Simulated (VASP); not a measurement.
Input of a VASP 6.6.1 run:

Contents of INCAR:

```
SYSTEM = SiNi2
PREC = Accurate
ENCUT = 520
EDIFF = 1E-6
ISMEAR = 0
SIGMA = 0.1
LREAL = .False.
LASPH = .True.
NELM = 80
ALGO = Fast
ISIF = 2
LWAVE = .False.
LCHARG = .False.
GGA = PE
NBANDS = 60
```

File KPOINTS:

```
regular mesh
0
Gamma
  4 6 4
  0 0 0
```

File POSCAR:

```
SiNi2
1.0
    4.9287376900      0.0000000000      0.0000000000
    0.0000000000      3.6973269200      0.0000000000
    0.0000000000      0.0000000000      7.0020690400
Si Ni
4 8
Direct
    0.2907978600      0.2500000000      0.6133435400
    0.7092021400      0.7500000000      0.3866564600
    0.7907978600      0.2500000000      0.8866564600
    0.2092021400      0.7500000000      0.1133435400
    0.4578796300      0.2500000000      0.2927501300
    0.5421203700      0.7500000000      0.7072498700
    0.9578796300      0.2500000000      0.2072498700
    0.0421203700      0.7500000000      0.7927501300
    0.3288533200      0.2500000000      0.9395478600
    0.6711466800      0.7500000000      0.0604521400
    0.8288533200      0.2500000000      0.5604521400
    0.1711466800      0.7500000000      0.4395478600
```

Potentials or basis: VASP PAW PBE potentials, release 64 (Si, Ni).

Launch:

```sh
$ cat potpaw_PBE.64/Si/POTCAR potpaw_PBE.64/Ni/POTCAR > POTCAR
$ mpirun -np 1 vasp_std > vasp.out
```

Problem. What does it give for the largest force?

Solution. 0.028 eV/Å.

Problem. What does it give for the band gap on the k mesh?

Solution. Zero (bands 48 and 49 overlap by 1.61 eV).

Problem. What does it give for the pressure?

Solution. 7.9 GPa.

Forces in eV/Å, atoms in the order of the input:
```
Si   0.023  0.000 -0.004
Si  -0.023  0.000  0.004
Si   0.023  0.000  0.004
Si  -0.023  0.000 -0.004
Ni   0.014  0.000 -0.004
Ni  -0.014  0.000  0.004
Ni   0.014  0.000  0.004
Ni  -0.014  0.000 -0.004
Ni  -0.020  0.000 -0.019
Ni   0.020  0.000  0.019
Ni  -0.020  0.000  0.019
Ni   0.020  0.000 -0.019
```

Caveat: the cell stands under pressure. Spin polarisation is off, so any magnetic state and its effect on volume and gap are missing.
